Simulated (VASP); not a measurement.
# Ca3GeBiH4 (P6/mmm) in VASP: notebook

Runs on Ca3GeBiH4. Level: PBE. Tasks: single point, relaxation of cell and atoms.

Everything below comes from runs of VASP 6.6.1. Logs are shortened: lines on timing, memory, paths and dates and some standing lists are left out, and cuts for length are marked.

## 1. The cell of the first run

It takes space group P6/mmm (No. 191, hexagonal). Conventional cell: a = 6.247 Å, b = 6.247 Å, c = 4.569 Å, α = 90.00°, β = 90.00°, γ = 120.00°. Within 2.4 Å of Ca (site symmetry mmm) lie 2 H at 1.80 Å. Within 3.0 Å of Ge (site symmetry 6/mmm) lie 2 Bi at 2.28 Å. Bi (site symmetry 6/mmm) has 2 Ge at 2.28 Å within 3.0 Å. H (site symmetry -6m2) has 3 Ca at 1.80 Å and 2 H at 2.28 Å within 2.4 Å. Within 3.0 Å of H (site symmetry -6m2) lie 2 H at 2.28 Å and 6 Ca at 2.91 Å.

The cell was built from a structure type or drawn by symmetry, and may not be a known phase.

## 2. Single point, PBE

Contents of INCAR:

```
PREC = Accurate ; ENCUT = 520
EDIFF = 1E-7 ; ISMEAR = 0
SIGMA = 0.1 ; LREAL = F
LASPH = T ; NELM = 100
ALGO = Normal ; ISIF = 2
LWAVE = F ; LCHARG = T
GGA = PE ; LELF = T
LVHAR = T ; NBANDS = 42
```

Contents of KPOINTS:

```
Automatic mesh
0
Gamma
  3 3 4
```

Contents of POSCAR:

```
Ca3GeBiH4
1.0
    6.2465750500      0.0000000000      0.0000000000
   -3.1232875200      5.4096926800      0.0000000000
    0.0000000000      0.0000000000      4.5688889300
Ca Ge Bi H
3 1 1 4
Direct
    0.5000000000      0.0000000000      0.5000000000
    0.0000000000      0.5000000000      0.5000000000
    0.5000000000      0.5000000000      0.5000000000
    0.0000000000      0.0000000000      0.0000000000
    0.0000000000      0.0000000000      0.5000000000
    0.3333333300      0.6666666700      0.5000000000
    0.6666666700      0.3333333300      0.5000000000
    0.3333333300      0.6666666700      0.0000000000
    0.6666666700      0.3333333300      0.0000000000
```

Potentials or basis: VASP PAW PBE potentials, release 64 (Ca_sv, Ge_d, Bi_d, H).

On the command line:

```
> cat potpaw_PBE.64/Ca_sv/POTCAR potpaw_PBE.64/Ge_d/POTCAR potpaw_PBE.64/Bi_d/POTCAR potpaw_PBE.64/H/POTCAR > POTCAR
> mpirun -np 1 vasp_std > vasp.out
```

OUTCAR:

```text
PREC = Accurate
   ENCUT = 520
   EDIFF = 1E-7
   ISMEAR = 0
   LREAL = F
   LASPH = T
   NELM = 100
   ISIF = 2
   GGA = PE

 ion  position               nearest neighbor table
   1  0.500  0.000  0.500-   6 1.80   7 1.80   3 3.12   3 3.12   5 3.12   5 3.12   2 3.12   2 3.12

   2  0.000  0.500  0.500-   6 1.80   7 1.80   5 3.12   5 3.12   3 3.12   3 3.12   1 3.12   1 3.12

   3  0.500  0.500  0.500-   6 1.80   7 1.80   1 3.12   1 3.12   2 3.12   2 3.12   5 3.12   5 3.12

   4  0.000  0.000  0.000-   5 2.28   5 2.28
   5  0.000  0.000  0.500-   4 2.28   4 2.28   2 3.12   2 3.12   1 3.12   1 3.12   3 3.12   3 3.12

   6  0.333  0.667  0.500-   1 1.80   2 1.80   3 1.80
   7  0.667  0.333  0.500-   1 1.80   2 1.80   3 1.80
   8  0.333  0.667  0.000-
   9  0.667  0.333  0.000-

  LATTYP: Found a hexagonal cell.
 ALAT       =     6.2465750500
 C/A-ratio  =     0.7314230428

  Lattice vectors:

 A1 = (   6.2465750500,   0.0000000000,   0.0000000000)
 A2 = (  -3.1232875200,   5.4096926800,   0.0000000000)
 A3 = (   0.0000000000,   0.0000000000,   4.5688889300)

Analysis of symmetry for initial positions (statically):
=====================================================================
 Subroutine PRICEL returns:
 Original cell was already a primitive cell.

 Routine SETGRP: Setting up the symmetry group for a
 hexagonal supercell.

 Subroutine GETGRP returns: Found 24 space group operations
 (whereof 24 operations were pure point group operations)
 out of a pool of 24 trial point group operations.

The static configuration has the point symmetry D_6h.

Analysis of symmetry for dynamics (positions and initial velocities):
=====================================================================
 Subroutine PRICEL returns:
 Original cell was already a primitive cell.

 Routine SETGRP: Setting up the symmetry group for a
 hexagonal supercell.

 Subroutine GETGRP returns: Found 24 space group operations
 (whereof 24 operations were pure point group operations)
 out of a pool of 24 trial point group operations.

The dynamic configuration has the point symmetry D_6h.

 Subroutine INISYM returns: Found 24 space group operations
 (whereof 24 operations are pure point group operations),
 and found     1 'primitive' translations

----------------------------------------------------------------------------------------

                                     Primitive cell

  volume of cell :     154.3921

  direct lattice vectors                    reciprocal lattice vectors
     6.246575050  0.000000000  0.000000000     0.160087727  0.092426692  0.000000000
    -3.123287520  5.409692680  0.000000000     0.000000000  0.184853384  0.000000000
     0.000000000  0.000000000  4.568888930     0.000000000  0.000000000  0.218871593

  length of vectors
     6.246575050  6.246575048  4.568888930     0.184853384  0.184853384  0.218871593

  position of ions in fractional coordinates (direct lattice)
     0.500000000  0.000000000  0.500000000
     0.000000000  0.500000000  0.500000000
     0.500000000  0.500000000  0.500000000
     0.000000000  0.000000000  0.000000000
     0.000000000  0.000000000  0.500000000
     0.333333330  0.666666670  0.500000000
     0.666666670  0.333333330  0.500000000
     0.333333330  0.666666670  0.000000000
     0.666666670  0.333333330  0.000000000

  ion indices of the primitive-cell ions
   primitive index   ion index
                 1           1
                 2           2
                 3           3
                 4           4
                 5           5
                 6           6
                 7           7
                 8           8
                 9           9

----------------------------------------------------------------------------------------

 KPOINTS: Automatic mesh

Automatic generation of k-mesh.
 Grid dimensions read from file:
 generate k-points for:    3    3    4

 Generating k-lattice:

  Cartesian coordinates                     Fractional coordinates (reciprocal lattice)
     0.053362576  0.030808897  0.000000000     0.333333333  0.000000000  0.000000000
     0.000000000  0.061617795  0.000000000     0.000000000  0.333333333  0.000000000
     0.000000000  0.000000000  0.054717898     0.000000000  0.000000000  0.250000000

  Length of vectors
     0.061617795  0.061617795  0.054717898

  Shift w.r.t. Gamma in fractional coordinates (k-lattice)
     0.000000000  0.000000000  0.000000000

 Subroutine IBZKPT returns following result:
 ===========================================

 Found      9 irreducible k-points:

 Following reciprocal coordinates:
            Coordinates               Weight
  0.000000  0.000000  0.000000      1.000000
  0.333333  0.000000  0.000000      6.000000
  0.333333  0.333333  0.000000      2.000000
  0.000000  0.000000  0.250000      2.000000
  0.333333  0.000000  0.250000     12.000000
  0.333333  0.333333  0.250000      4.000000
  0.000000  0.000000  0.500000      1.000000
  0.333333  0.000000  0.500000      6.000000
  0.333333  0.333333  0.500000      2.000000
   k-points           NKPTS =      9   k-points in BZ     NKDIM =      9   number of bands    NBANDS=     42
   number of dos      NEDOS =    301   number of ions     NIONS =      9
   total plane-waves  NPLWV =  82944
   dimension x,y,z NGX =    48 NGY =   48 NGZ =   36
   dimension x,y,z NGXF=    96 NGYF=   96 NGZF=   72
   ions per type =               3   1   1   4
   NGX,Y,Z   is equivalent  to a cutoff of  12.77, 12.77, 13.10 a.u.
   NGXF,Y,Z  is equivalent  to a cutoff of  25.55, 25.55, 26.20 a.u.
 SYSTEM =  unknown system
   PREC   = accura    normal or accurate (medium, high low for compatibility)
   ISTART =      0    job   : 0-new  1-cont  2-samecut
   ICHARG =      2    charge: 1-file 2-atom 10-const
   ISPIN  =      1    spin polarized calculation?
   LNONCOLLINEAR =      F non collinear calculations
   LSORBIT =      F    spin-orbit coupling
   LASPH  =      T    aspherical Exc in radial PAW
   ENCUT  =  520.0 eV  38.22 Ry    6.18 a.u.  11.61 11.61  8.50*2*pi/ulx,y,z
   NELM   =    100;   NELMIN=  2; NELMDL= -5     # of ELM steps
   EDIFF  = 0.1E-06   stopping-criterion for ELM
   LREAL  =      F    real-space projection
   EDIFFG = 0.1E-05   stopping-criterion for IOM
   NSW    =      0    number of steps for IOM
   IBRION =     -1    ionic relax: 0-MD 1-quasi-New 2-CG
   NFREE  =      0    steps in history (QN), initial steepest desc. (CG)
   ISIF   =      2    stress and relaxation
   ISYM   =      2    0-nonsym 1-usesym 2-fastsym
   POTIM  = 0.5000    time-step for ionic-motion
   TEBEG  =    0.0;   TEEND  =   0.0 temperature during run
   PSTRESS=    0.0 pullay stress
   NELECT =      63.0000    total number of electrons
   NUPDOWN=      -1.0000    fix difference up-down
   EMIN   =  10.00;   EMAX   =-10.00  energy-range for DOS
   EFERMI =   0.00;   METHOD = LEGACY
   ISMEAR =     0;   SIGMA  =   0.10  broadening in eV -4-tet -1-fermi 0-gaus
   EFERMI_NEDOS =   21; number of points for ismear=-14 and -15
   IALGO  =     38    algorithm
   IMIX   =      4    mixing-type and parameters
     AMIX     =   0.40;   BMIX     =  1.00
     AMIX_MAG =   1.60;   BMIX_MAG =  1.00
  volume/ion in A,a.u.               =      17.15       115.77
  Fermi-wavevector in a.u.,A,eV,Ry     =   1.214264  2.294627 20.060950  1.474438
  Thomas-Fermi vector in A             =   2.349690
   LORBIT       =      0    0 simple, 1 ext, 2 COOP (PROOUT), +10 PAW based schemes
   GGA     = PE    functional components
   LHFCALC =     F    Hartree Fock is set to
   AEXX    =    0.0000 exact exchange contribution
   IVDW    =     0    specifies the selected vdW correction
   LEPSILON=     F    determine dielectric tensor
   LRPA    =     F    only Hartree local field effects (RPA)
 non-spin polarized calculation
 Gauss-broadening in eV      SIGMA  =   0.10
  energy-cutoff  :      520.00
  volume of cell :      154.39
 maximum number of plane-waves:      4174
 NGX is ok and might be reduce to    48
   NGX = 23   NGY = 23   NGZ = 17

 number of electron      62.9999996 magnetization

 Free energy of the ion-electron system (eV)
  ---------------------------------------------------
  ext. energy  EPLUGINS =         0.00000000
  ---------------------------------------------------
  free energy    TOTEN  =       -22.27079606 eV

  energy without entropy =      -22.24817794  energy(sigma->0) =      -22.25948700

 E-fermi :   4.3509     XC(G=0):  -9.1859

 val. band max:        4.3040037500   @ k =   0.3333   0.0000   0.2500
 cond. band min:       4.3914036430   @ k =   0.0000   0.0000   0.0000
 fundamental gap:      0.0873998931
 Fermi energy:         4.3509069461

 k-point     1 :       0.0000    0.0000    0.0000
  band No.  band energies     occupation
      1     -36.8444      2.00000
      2     -36.7134      2.00000
      3     -36.7134      2.00000
      4     -21.0711      2.00000
      5     -20.5027      2.00000
      6     -20.5027      2.00000
[... 34 lines left out ...]
     41       7.0138      0.00000
     42       8.1841      0.00000

 k-point     2 :       0.3333    0.0000    0.0000
  band No.  band energies     occupation
      1     -36.8169      2.00000
      2     -36.7415      2.00000
      3     -36.7134      2.00000
      4     -21.0714      2.00000
      5     -20.5028      2.00000
      6     -20.5027      2.00000
[... 34 lines left out ...]
     41       7.6134      0.00000
     42       7.7889      0.00000

 k-point     3 :       0.3333    0.3333    0.0000
  band No.  band energies     occupation
      1     -36.7793      2.00000
      2     -36.7793      2.00000
      3     -36.7135      2.00000
      4     -21.0716      2.00000
      5     -20.5028      2.00000
      6     -20.5028      2.00000
[... 34 lines left out ...]
     41       7.3937      0.00000
     42       7.3937      0.00000

 k-point     4 :       0.0000    0.0000    0.2500
  band No.  band energies     occupation
      1     -36.8441      2.00000
      2     -36.7132      2.00000
      3     -36.7132      2.00000
      4     -20.8541      2.00000
      5     -20.4586      2.00000
      6     -20.4586      2.00000
[... 34 lines left out ...]
     41       7.9241      0.00000
     42       8.2165      0.00000

 k-point     5 :       0.3333    0.0000    0.2500
  band No.  band energies     occupation
      1     -36.8167      2.00000
      2     -36.7412      2.00000
      3     -36.7132      2.00000
      4     -20.8544      2.00000
      5     -20.4586      2.00000
      6     -20.4586      2.00000
[... 34 lines left out ...]
     41       7.9543      0.00000
     42       8.1647      0.00000

 k-point     6 :       0.3333    0.3333    0.2500
  band No.  band energies     occupation
      1     -36.7790      2.00000
      2     -36.7790      2.00000
      3     -36.7133      2.00000
      4     -20.8545      2.00000
      5     -20.4586      2.00000
      6     -20.4586      2.00000
[... 34 lines left out ...]
     41       7.7729      0.00000
     42       7.7729      0.00000

 k-point     7 :       0.0000    0.0000    0.5000
  band No.  band energies     occupation
      1     -36.8438      2.00000
      2     -36.7130      2.00000
      3     -36.7130      2.00000
      4     -20.5645      2.00000
      5     -20.4113      2.00000
      6     -20.4113      2.00000
[... 34 lines left out ...]
     41       8.2061      0.00000
     42       8.2287      0.00000

 k-point     8 :       0.3333    0.0000    0.5000
  band No.  band energies     occupation
      1     -36.8164      2.00000
      2     -36.7410      2.00000
      3     -36.7129      2.00000
      4     -20.5645      2.00000
      5     -20.4112      2.00000
      6     -20.4111      2.00000
[... 34 lines left out ...]
     41       8.4633      0.00000
     42       8.5166      0.00000

 k-point     9 :       0.3333    0.3333    0.5000
  band No.  band energies     occupation
      1     -36.7788      2.00000
      2     -36.7788      2.00000
      3     -36.7131      2.00000
      4     -20.5645      2.00000
      5     -20.4111      2.00000
      6     -20.4111      2.00000
[... 34 lines left out ...]
     41       8.1471      0.00000
     42       8.5739      0.00000

------------------------ aborting loop because EDIFF is reached ----------------------------------------

  FORCE on cell =-STRESS in cart. coord.  units (eV):
  Direction    XX          YY          ZZ          XY          YZ          ZX
  --------------------------------------------------------------------------------------
  -------------------------------------------------------------------------------------
  Total       19.6385574     19.6385574     32.6302278      0.0000000      0.0000000      0.0000000
  in kB      203.7956963    203.7956963    338.6144847      0.0000002      0.0000000      0.0000000
  external PRESSURE =     248.7352924 kB  Pullay stress =       0.0000000 kB

 VOLUME and BASIS-vectors are now :
 -----------------------------------------------------------------------------
  energy-cutoff  :      520.00
  volume of cell :      154.39
      direct lattice vectors                 reciprocal lattice vectors
     6.246575050  0.000000000  0.000000000     0.160087727  0.092426692  0.000000000
    -3.123287520  5.409692680  0.000000000     0.000000000  0.184853384  0.000000000
     0.000000000  0.000000000  4.568888930     0.000000000  0.000000000  0.218871593

 POSITION                                       TOTAL-FORCE (eV/Angst)
 -----------------------------------------------------------------------------------
      3.12329      0.00000      2.28444         0.000000      0.000000      0.000000
     -1.56164      2.70485      2.28444         0.000000      0.000000      0.000000
      1.56164      2.70485      2.28444         0.000000      0.000000      0.000000
      0.00000      0.00000      0.00000         0.000000      0.000000      0.000000
      0.00000      0.00000      2.28444         0.000000      0.000000      0.000000
     -0.00000      3.60646      2.28444        -0.000000     -0.000000      0.000000
      3.12329      1.80323      2.28444         0.000000      0.000000      0.000000
     -0.00000      3.60646      0.00000         0.000000      0.000000      0.000000
      3.12329      1.80323      0.00000        -0.000000      0.000000      0.000000
 -----------------------------------------------------------------------------------
    total drift:                                0.000000     -0.000000     -0.000000

  FREE ENERGIE OF THE ION-ELECTRON SYSTEM (eV)
  ---------------------------------------------------
  free  energy   TOTEN  =       -22.2707960647 eV

  energy  without entropy=      -22.2481779401  energy(sigma->0) =      -22.25948700
```

It took 48 s on 1 thread of Intel Xeon 6975P-C (Granite Rapids), shared host; peak memory 0.31 GiB.

What came out:

| Quantity | Value |
| --- | --- |
| Free energy | -22.2708 eV |
| Pressure | 24.9 GPa |
| Band gap on the k mesh | zero (an odd number of electrons rules out a gap without spin polarisation) |

Caveat: the k points lie up to 0.39 Å⁻¹ apart, too coarse for converged energies and pressures of a metal; spin-orbit coupling is left out, which moves the levels of the heavy elements.

(Continued in part 2 of 2.)
